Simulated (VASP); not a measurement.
# Al2O3 (P-6m2) in VASP: further runs, part 2 of 2

VASP 6.6.1. The steps go on from the part before.

## (4) Single point, PBE+D3(BJ)

This run uses another cell than the first one, of 11.35 Å³/atom, 1.023 times its volume.

File INCAR:

```
SYSTEM = Al2O3
PREC = Accurate
ENCUT = 520
EDIFF = 1E-7
ISMEAR = 0
SIGMA = 0.05
LREAL = .FALSE.
LASPH = .TRUE.
NELM = 100
ALGO = Normal
ISIF = 2
LWAVE = .FALSE.
LCHARG = .TRUE.
GGA = PE
IVDW = 12
LELF = .TRUE.
LVHAR = .TRUE.
NBANDS = 20
```

File KPOINTS:

```
regular mesh
0
G
  9 9 4
  0 0 0
```

File POSCAR:

```
Al2O3
1.0
    2.9532000000      0.0000000000      0.0000000000
   -1.4766000000      2.5575462224      0.0000000000
    0.0000000000      0.0000000000      7.5151000000
Al O
2 3
Direct
    0.0000000000      0.0000000000      0.1907358529
    0.0000000000      0.0000000000      0.8092641471
    0.3333333333      0.6666666667      0.2840924954
    0.6666666667      0.3333333333      0.0000000000
    0.3333333333      0.6666666667      0.7159075046
```

Potentials or basis: VASP PAW PBE potentials, release 64 (Al, O).

Command:

```console
$ cat potpaw_PBE.64/Al/POTCAR potpaw_PBE.64/O/POTCAR > POTCAR
$ mpirun -np 1 vasp_std > vasp.out
```

OUTCAR:

```text
SYSTEM = Al2O3
   PREC = Accurate
   ENCUT = 520
   EDIFF = 1E-7
   ISMEAR = 0
   LREAL = .FALSE.
   LASPH = .TRUE.
   NELM = 100
   ISIF = 2
   GGA = PE
   IVDW = 12
 IVDW          = 12

 ion  position               nearest neighbor table
   1  0.000  0.000  0.191-   3 1.84   3 1.84   3 1.84   4 2.23   4 2.23   4 2.23   2 2.87
   2  0.000  0.000  0.809-   5 1.84   5 1.84   5 1.84   4 2.23   4 2.23   4 2.23   1 2.87
   3  0.333  0.667  0.284-   1 1.84   1 1.84   1 1.84
   4  0.667  0.333  0.000-   1 2.23   2 2.23   1 2.23   2 2.23   1 2.23   2 2.23
   5  0.333  0.667  0.716-   2 1.84   2 1.84   2 1.84

  LATTYP: Found a hexagonal cell.
 ALAT       =     2.9532000000
 C/A-ratio  =     2.5447311391

  Lattice vectors:

 A1 = (   2.9532000000,   0.0000000000,   0.0000000000)
 A2 = (  -1.4766000000,   2.5575462224,   0.0000000000)
 A3 = (   0.0000000000,   0.0000000000,   7.5151000000)

Analysis of symmetry for initial positions (statically):
=====================================================================
 Subroutine PRICEL returns:
 Original cell was already a primitive cell.

 Routine SETGRP: Setting up the symmetry group for a
 hexagonal supercell.

 Subroutine GETGRP returns: Found 12 space group operations
 (whereof 12 operations were pure point group operations)
 out of a pool of 24 trial point group operations.

The static configuration has the point symmetry D_3h.

Analysis of symmetry for dynamics (positions and initial velocities):
=====================================================================
 Subroutine PRICEL returns:
 Original cell was already a primitive cell.

 Routine SETGRP: Setting up the symmetry group for a
 hexagonal supercell.

 Subroutine GETGRP returns: Found 12 space group operations
 (whereof 12 operations were pure point group operations)
 out of a pool of 24 trial point group operations.

The dynamic configuration has the point symmetry D_3h.

 Subroutine INISYM returns: Found 12 space group operations
 (whereof 12 operations are pure point group operations),
 and found     1 'primitive' translations

----------------------------------------------------------------------------------------

                                     Primitive cell

  volume of cell :      56.7611

  direct lattice vectors                    reciprocal lattice vectors
     2.953200000  0.000000000  0.000000000     0.338615739  0.195499888  0.000000000
    -1.476600000  2.557546222  0.000000000     0.000000000  0.390999776  0.000000000
     0.000000000  0.000000000  7.515100000     0.000000000  0.000000000  0.133065428

  length of vectors
     2.953200000  2.953200000  7.515100000     0.390999776  0.390999776  0.133065428

  position of ions in fractional coordinates (direct lattice)
     0.000000000  0.000000000  0.190735853
     0.000000000  0.000000000  0.809264147
     0.333333333  0.666666667  0.284092495
     0.666666667  0.333333333  0.000000000
     0.333333333  0.666666667  0.715907505

  ion indices of the primitive-cell ions
   primitive index   ion index
                 1           1
                 2           2
                 3           3
[... 26 lines left out ...]

 Found     36 irreducible k-points:

 Following reciprocal coordinates:
            Coordinates               Weight
  0.000000  0.000000  0.000000      1.000000
  0.111111  0.000000  0.000000      6.000000
  0.222222  0.000000  0.000000      6.000000
  0.333333  0.000000  0.000000      6.000000
  0.444444  0.000000  0.000000      6.000000
  0.111111  0.111111  0.000000      6.000000
[... 16 lines left out ...]
  0.333333  0.222222  0.250000     24.000000
  0.333333  0.333333  0.250000      4.000000
 [... further k-points ...]
   k-points           NKPTS =     36   k-points in BZ     NKDIM =     36   number of bands    NBANDS=     20
   number of dos      NEDOS =    301   number of ions     NIONS =      5
   total plane-waves  NPLWV =  32256
   dimension x,y,z NGX =    24 NGY =   24 NGZ =   56
   dimension x,y,z NGXF=    48 NGYF=   48 NGZF=  112
   ions per type =               2   3
   NGX,Y,Z   is equivalent  to a cutoff of  13.51, 13.51, 12.39 a.u.
   NGXF,Y,Z  is equivalent  to a cutoff of  27.02, 27.02, 24.78 a.u.
 SYSTEM =  Al2O3
   PREC   = accura    normal or accurate (medium, high low for compatibility)
   ISTART =      0    job   : 0-new  1-cont  2-samecut
   ICHARG =      2    charge: 1-file 2-atom 10-const
   ISPIN  =      1    spin polarized calculation?
   LNONCOLLINEAR =      F non collinear calculations
   LSORBIT =      F    spin-orbit coupling
   LASPH  =      T    aspherical Exc in radial PAW
   ENCUT  =  520.0 eV  38.22 Ry    6.18 a.u.   5.49  5.49 13.97*2*pi/ulx,y,z
   NELM   =    100;   NELMIN=  2; NELMDL= -5     # of ELM steps
   EDIFF  = 0.1E-06   stopping-criterion for ELM
   LREAL  =      F    real-space projection
   EDIFFG = 0.1E-05   stopping-criterion for IOM
   NSW    =      0    number of steps for IOM
   IBRION =     -1    ionic relax: 0-MD 1-quasi-New 2-CG
   NFREE  =      0    steps in history (QN), initial steepest desc. (CG)
   ISIF   =      2    stress and relaxation
   ISYM   =      2    0-nonsym 1-usesym 2-fastsym
   POTIM  = 0.5000    time-step for ionic-motion
   TEBEG  =    0.0;   TEEND  =   0.0 temperature during run
   PSTRESS=    0.0 pullay stress
   NELECT =      24.0000    total number of electrons
   NUPDOWN=      -1.0000    fix difference up-down
   EMIN   =  10.00;   EMAX   =-10.00  energy-range for DOS
   EFERMI =   0.00;   METHOD = LEGACY
   ISMEAR =     0;   SIGMA  =   0.05  broadening in eV -4-tet -1-fermi 0-gaus
   EFERMI_NEDOS =   21; number of points for ismear=-14 and -15
   IALGO  =     38    algorithm
   IMIX   =      4    mixing-type and parameters
     AMIX     =   0.40;   BMIX     =  1.00
     AMIX_MAG =   1.60;   BMIX_MAG =  1.00
  volume/ion in A,a.u.               =      11.35        76.61
  Fermi-wavevector in a.u.,A,eV,Ry     =   1.228744  2.321990 20.542249  1.509813
  Thomas-Fermi vector in A             =   2.363658
   LORBIT       =      0    0 simple, 1 ext, 2 COOP (PROOUT), +10 PAW based schemes
   GGA     = PE    functional components
   LHFCALC =     F    Hartree Fock is set to
   AEXX    =    0.0000 exact exchange contribution
   IVDW    =    12    specifies the selected vdW correction
   LEPSILON=     F    determine dielectric tensor
   LRPA    =     F    only Hartree local field effects (RPA)
 non-spin polarized calculation
 Gauss-broadening in eV      SIGMA  =   0.05
  energy-cutoff  :      520.00
  volume of cell :       56.76
 maximum number of plane-waves:      1600
 NGX is ok and might be reduce to    24
   NGX = 11   NGY = 11   NGZ = 27

 number of electron      23.9999994 magnetization

 Free energy of the ion-electron system (eV)
  ---------------------------------------------------
  ext. energy  EPLUGINS =         0.00000000
  ---------------------------------------------------
  free energy    TOTEN  =       -36.21143143 eV

  energy without entropy =      -36.21143143  energy(sigma->0) =      -36.21143143

 E-fermi :   3.2376     XC(G=0):  -9.9309

 val. band max:        3.0131597310   @ k =   0.1111   0.0000   0.0000
 cond. band min:       6.8186796015   @ k =   0.0000   0.0000   0.0000
 fundamental gap:      3.8055198705
 Fermi energy:         3.2376313614

 k-point     1 :       0.0000    0.0000    0.0000
  band No.  band energies     occupation
      1     -15.4080      2.00000
      2     -14.5174      2.00000
      3     -13.5027      2.00000
      4      -1.8187      2.00000
      5       0.5117      2.00000
      6       1.4473      2.00000
[... 541 lines left out ...]
     19      15.3646      0.00000
     20      16.0511      0.00000

 [... further k-points ...]

------------------------ aborting loop because EDIFF is reached ----------------------------------------

 Edisp (eV)   -0.88781

 E8    (eV) :    -0.3354

  FORCE on cell =-STRESS in cart. coord.  units (eV):
  Direction    XX          YY          ZZ          XY          YZ          ZX
  --------------------------------------------------------------------------------------
  -------------------------------------------------------------------------------------
  Total      -5.63414    -5.63414    -3.39759     0.00000     0.00000     0.00000
  in kB    -159.03296  -159.03296   -95.90261     0.00000     0.00000     0.00000
  external pressure =     -137.99 kB  Pullay stress =        0.00 kB

 VOLUME and BASIS-vectors are now :
 -----------------------------------------------------------------------------
  energy-cutoff  :      520.00
  volume of cell :       56.76
      direct lattice vectors                 reciprocal lattice vectors
     2.953200000  0.000000000  0.000000000     0.338615739  0.195499888  0.000000000
    -1.476600000  2.557546222  0.000000000     0.000000000  0.390999776  0.000000000
     0.000000000  0.000000000  7.515100000     0.000000000  0.000000000  0.133065428

 POSITION                                       TOTAL-FORCE (eV/Angst)
 -----------------------------------------------------------------------------------
      0.00000      0.00000      1.43340         0.000000      0.000000      0.279013
      0.00000      0.00000      6.08170         0.000000      0.000000     -0.279013
     -0.00000      1.70503      2.13498         0.000000     -0.000000     -0.941562
      1.47660      0.85252      0.00000        -0.000000      0.000000      0.000000
     -0.00000      1.70503      5.38012         0.000000     -0.000000      0.941562
 -----------------------------------------------------------------------------------
    total drift:                               -0.000000      0.000000     -0.000000

  FREE ENERGIE OF THE ION-ELECTRON SYSTEM (eV)
  ---------------------------------------------------
  free  energy   TOTEN  =       -37.0992388761 eV

  energy  without entropy=      -37.0992388761  energy(sigma->0) =      -37.09923888
```

Wall time 17 s (1 thread of Intel Xeon 6975P-C (Granite Rapids), shared host); peak memory 0.2 GiB.

What came out:

```
Free energy                : -37.0992 eV
Pressure                   : -13.8 GPa
Largest force              : 0.942 eV/Å
Band gap on the k mesh     : 3.81 eV, indirect (least direct gap 3.89 eV)
Dispersion energy per atom : -0.178 eV
```

Forces on the atoms (eV/Å):
```
Al   0.000  0.000  0.279
Al   0.000  0.000 -0.279
O    0.000  0.000 -0.942
O    0.000  0.000  0.000
O    0.000  0.000  0.942
```

Levels at points of the mesh, in eV from the valence-band top:
```tsv
k point	band 10	band 11	band 12	band 13	band 14	band 15
(0.00, 0.00, 0.00)	-0.69	-0.69	-0.08	3.81	7.00	7.34
(0.00, 0.00, 0.50)	-0.70	-0.68	-0.68	4.28	6.39	7.54
```

A k mesh can miss the band edges. A hybrid or GW would open this gap; PBE tends to underestimate it.

## (5) Single point, PBE+D3(BJ)

This run uses another cell than the first one, of 11.23 Å³/atom, 1.012 times its volume.

File INCAR:

```
PREC = Accurate ; ENCUT = 520
EDIFF = 1E-6 ; ISMEAR = 0
SIGMA = 0.05 ; LREAL = F
LASPH = T ; NELM = 80
ALGO = Normal ; ISIF = 2
LWAVE = F ; LCHARG = F
GGA = PE ; IVDW = 12
NBANDS = 20
```

File KPOINTS:

```
Automatic mesh
0
Gamma
  9 9 4
```

Changes to POSCAR since step 4:

```diff
@@ -2,5 +2,5 @@
 1.0
-    2.9532000000      0.0000000000      0.0000000000
-   -1.4766000000      2.5575462224      0.0000000000
-    0.0000000000      0.0000000000      7.5151000000
+    2.8959000000      0.0000000000      0.0000000000
+   -1.4479500000      2.5079229668      0.0000000000
+    0.0000000000      0.0000000000      7.7340000000
 Al O
```

Potentials or basis: VASP PAW PBE potentials, release 64 (Al, O).

Command:

```console
$ cat potpaw_PBE.64/Al/POTCAR potpaw_PBE.64/O/POTCAR > POTCAR
$ mpirun -np 1 vasp_std > vasp.out
```

OUTCAR:

```text
PREC = Accurate
   ENCUT = 520
   EDIFF = 1E-6
   ISMEAR = 0
   LREAL = F
   LASPH = T
   NELM = 80
   ISIF = 2
   GGA = PE
   IVDW = 12
 IVDW          = 12

 ion  position               nearest neighbor table
   1  0.000  0.000  0.191-   3 1.82   3 1.82   3 1.82   4 2.23   4 2.23   4 2.23   2 2.95
   2  0.000  0.000  0.809-   5 1.82   5 1.82   5 1.82   4 2.23   4 2.23   4 2.23   1 2.95
   3  0.333  0.667  0.284-   1 1.82   1 1.82   1 1.82
   4  0.667  0.333  0.000-   1 2.23   2 2.23   1 2.23   2 2.23   1 2.23   2 2.23
   5  0.333  0.667  0.716-   2 1.82   2 1.82   2 1.82

  LATTYP: Found a hexagonal cell.
 ALAT       =     2.8959000000
 C/A-ratio  =     2.6706723298

  Lattice vectors:

 A1 = (   2.8959000000,   0.0000000000,   0.0000000000)
 A2 = (  -1.4479500000,   2.5079229668,   0.0000000000)
 A3 = (   0.0000000000,   0.0000000000,   7.7340000000)

Analysis of symmetry for initial positions (statically):
=====================================================================
 Subroutine PRICEL returns:
 Original cell was already a primitive cell.

[... 176 lines left out ...]
 E-fermi :   3.1500     XC(G=0):  -9.9433

 val. band max:        2.8531470522   @ k =   0.1111   0.1111   0.0000
 cond. band min:       7.1629459538   @ k =   0.0000   0.0000   0.0000
 fundamental gap:      4.3097989016
 Fermi energy:         3.1499824686

 k-point     1 :       0.0000    0.0000    0.0000
  band No.  band energies     occupation
      1     -15.4719      2.00000
      2     -14.7712      2.00000
      3     -13.6183      2.00000
      4      -2.0583      2.00000
      5       0.3324      2.00000
      6       1.5312      2.00000
[... 541 lines left out ...]
     19      15.4879      0.00000
     20      16.3355      0.00000

 [... further k-points ...]

------------------------ aborting loop because EDIFF is reached ----------------------------------------

 Edisp (eV)   -0.89849

 E8    (eV) :    -0.3394

  FORCE on cell =-STRESS in cart. coord.  units (eV):
  Direction    XX          YY          ZZ          XY          YZ          ZX
  --------------------------------------------------------------------------------------
  -------------------------------------------------------------------------------------
  Total      -2.51243    -2.51243    -5.45815     0.00000    -0.00000     0.00000
  in kB     -71.66432   -71.66432  -155.68763     0.00000    -0.00000     0.00000
  external pressure =      -99.67 kB  Pullay stress =        0.00 kB

 VOLUME and BASIS-vectors are now :
 -----------------------------------------------------------------------------
  energy-cutoff  :      520.00
  volume of cell :       56.17
      direct lattice vectors                 reciprocal lattice vectors
     2.895900000  0.000000000  0.000000000     0.345315791  0.199368165  0.000000000
    -1.447950000  2.507922967  0.000000000     0.000000000  0.398736330  0.000000000
     0.000000000  0.000000000  7.734000000     0.000000000  0.000000000  0.129299198

 POSITION                                       TOTAL-FORCE (eV/Angst)
 -----------------------------------------------------------------------------------
      0.00000      0.00000      1.47515         0.000000     -0.000000     -0.310446
      0.00000      0.00000      6.25885         0.000000     -0.000000      0.310446
     -0.00000      1.67195      2.19717        -0.000000     -0.000000     -0.948450
      1.44795      0.83597      0.00000         0.000000     -0.000000     -0.000000
     -0.00000      1.67195      5.53683        -0.000000      0.000000      0.948450
 -----------------------------------------------------------------------------------
    total drift:                               -0.000000      0.000000     -0.000000

  FREE ENERGIE OF THE ION-ELECTRON SYSTEM (eV)
  ---------------------------------------------------
  free  energy   TOTEN  =       -37.1319433699 eV

  energy  without entropy=      -37.1319433699  energy(sigma->0) =      -37.13194337
```

OSZICAR:

```text
N       E                     dE             d eps       ncg     rms          rms(c)
DAV:   1     0.104855829651E+03    0.10486E+03   -0.12395E+04  1440   0.109E+03
DAV:   2    -0.338329715591E+02   -0.13869E+03   -0.13508E+03  1708   0.248E+02
DAV:   3    -0.404598687908E+02   -0.66269E+01   -0.66050E+01  1916   0.555E+01
DAV:   4    -0.405117608275E+02   -0.51892E-01   -0.51883E-01  1792   0.535E+00
DAV:   5    -0.405125115670E+02   -0.75074E-03   -0.75073E-03  1828   0.629E-01    0.124E+01
DAV:   6    -0.362447069545E+02    0.42678E+01   -0.13964E+01  1560   0.264E+01    0.454E+00
DAV:   7    -0.362412486133E+02    0.34583E-02   -0.39622E-01  1668   0.432E+00    0.247E+00
DAV:   8    -0.362294658298E+02    0.11783E-01   -0.46355E-02  1724   0.207E+00    0.810E-01
DAV:   9    -0.362321342411E+02   -0.26684E-02   -0.13387E-02  1680   0.107E+00    0.186E-01
DAV:  10    -0.362331215066E+02   -0.98727E-03   -0.24565E-03  1684   0.343E-01    0.136E-01
DAV:  11    -0.362334257517E+02   -0.30425E-03   -0.58148E-04  1632   0.259E-01    0.291E-02
DAV:  12    -0.362334480402E+02   -0.22289E-04   -0.11866E-04  1712   0.881E-02    0.135E-02
DAV:  13    -0.362334533782E+02   -0.53380E-05   -0.41527E-05  1664   0.465E-02    0.813E-03
DAV:  14    -0.362334522289E+02    0.11493E-05   -0.24532E-06  1620   0.145E-02    0.348E-03
DAV:  15    -0.362334523042E+02   -0.75301E-07   -0.69534E-07  1288   0.664E-03
   1 F= -.37131943E+02 E0= -.37131943E+02  d E =-.267876E-18
```

It took 15 s on 1 thread of Intel Xeon 6975P-C (Granite Rapids), shared host; peak memory 0.19 GiB.

Results:

```
Free energy                : -37.1319 eV
Pressure                   : -10.0 GPa
Largest force              : 0.948 eV/Å
Band gap on the k mesh     : 4.31 eV, indirect (least direct gap 4.42 eV)
Dispersion energy per atom : -0.180 eV
```

Forces in eV/Å, atoms in the order of the input:
```
Al   0.000  0.000 -0.310
Al   0.000  0.000  0.310
O    0.000  0.000 -0.948
O    0.000  0.000  0.000
O    0.000  0.000  0.948
```

Stress tensor (GPa, compression positive):
```
 -7.17   0.00   0.00
  0.00  -7.17   0.00
  0.00   0.00 -15.57
```

## (6) Single point, PBE+D3(BJ)

This run uses another cell than the first one, of 11.32 Å³/atom, 1.020 times its volume.

File INCAR:

```
ALGO = Normal ; EDIFF = 1E-6
ENCUT = 520 ; GGA = PE
ISIF = 2 ; ISMEAR = 0
IVDW = 12 ; LASPH = T
LCHARG = F ; LREAL = F
LWAVE = F ; NBANDS = 20
NELM = 100 ; PREC = Accurate
SIGMA = 0.05
```

File KPOINTS:

```
k-points
0
Gamma
  9 9 4
```

Changes to POSCAR since step 5:

```diff
@@ -2,5 +2,5 @@
 1.0
-    2.8959000000      0.0000000000      0.0000000000
-   -1.4479500000      2.5079229668      0.0000000000
-    0.0000000000      0.0000000000      7.7340000000
+    2.8672039189      0.0000000000      0.0000000000
+   -1.4336019595      2.4830714316      0.0000000000
+    0.0000000000      0.0000000000      7.9529000000
 Al O
```

Potentials or basis: VASP PAW PBE potentials, release 64 (Al, O).

Command:

```console
$ cat potpaw_PBE.64/Al/POTCAR potpaw_PBE.64/O/POTCAR > POTCAR
$ mpirun -np 1 vasp_std > vasp.out
```

It took 15 s on 1 thread of Intel Xeon 6975P-C (Granite Rapids), shared host; peak memory 0.19 GiB.

The run converged. Its results:

```
Free energy                : -36.9841 eV
Pressure                   : -9.0 GPa
Largest force              : 1.111 eV/Å
Band gap on the k mesh     : 4.31 eV, indirect (the least direct gap lies 0.8 meV higher)
Dispersion energy per atom : -0.178 eV
```

Forces in eV/Å, atoms in the order of the input:
```
Al   0.000  0.000 -0.702
Al   0.000  0.000  0.702
O    0.000  0.000 -1.111
O    0.000  0.000  0.000
O    0.000  0.000  1.111
```

Stress tensor (GPa, compression positive):
```
 -2.64   0.00   0.00
  0.00  -2.64   0.00
  0.00   0.00 -21.61
```

Levels at points of the mesh, in eV from the valence-band top:
| k point | band 8 | band 9 | band 10 | band 11 | band 12 | band 13 | band 14 | band 15 | band 16 | band 17 |
| --- | --- | --- | --- | --- | --- | --- | --- | --- | --- | --- |
| (0.00, 0.00, 0.00) | -1.26 | -1.26 | -0.34 | 0.00 | 0.00 | 4.31 | 7.64 | 7.80 | 11.06 | 12.22 |
| (0.00, 0.00, 0.50) | -1.27 | -1.27 | -0.79 | 0.00 | 0.00 | 4.74 | 6.81 | 8.27 | 11.10 | 12.66 |

Caveat: forces of over 1 eV/Å act on the atoms, so gaps and moduli don't describe the material at rest.

## (7) Overview

| cell | gap on the mesh (eV) | pressure (GPa) | largest force (eV/Å) |
| --- | --- | --- | --- |
| a = 2.838, b = 2.838, c = 7.953 Å, angles 90.0, 90.0, 120.0°, 5 atoms | 4.45 | -5.3 | 0.92 |
| a = 2.925, b = 2.925, c = 7.515 Å, angles 90.0, 90.0, 120.0°, 5 atoms | 4.06 | -10.7 | 0.78 |
| a = 2.953, b = 2.953, c = 7.515 Å, angles 90.0, 90.0, 120.0°, 5 atoms | 3.81 | -13.8 | 0.94 |
| a = 2.896, b = 2.896, c = 7.734 Å, angles 90.0, 90.0, 120.0°, 5 atoms | 4.31 | -10.0 | 0.95 |
| a = 2.867, b = 2.867, c = 7.953 Å, angles 90.0, 90.0, 120.0°, 5 atoms | 4.31 | -9.0 | 1.11 |

Alike in all rows: task single point; level PBE+D3(BJ); potentials or basis VASP PAW PBE potentials, release 64 (Al, O); no spin polarisation; k mesh 9 × 9 × 4; cutoff (eV) 520; smearing gaussian 0.05 eV.

Caveats: forces of over 1 eV/Å act on the atoms, so gaps and moduli don't describe the material at rest (some runs).

Total energies depend on the potentials used, so only differences within one code and one set of settings carry meaning.
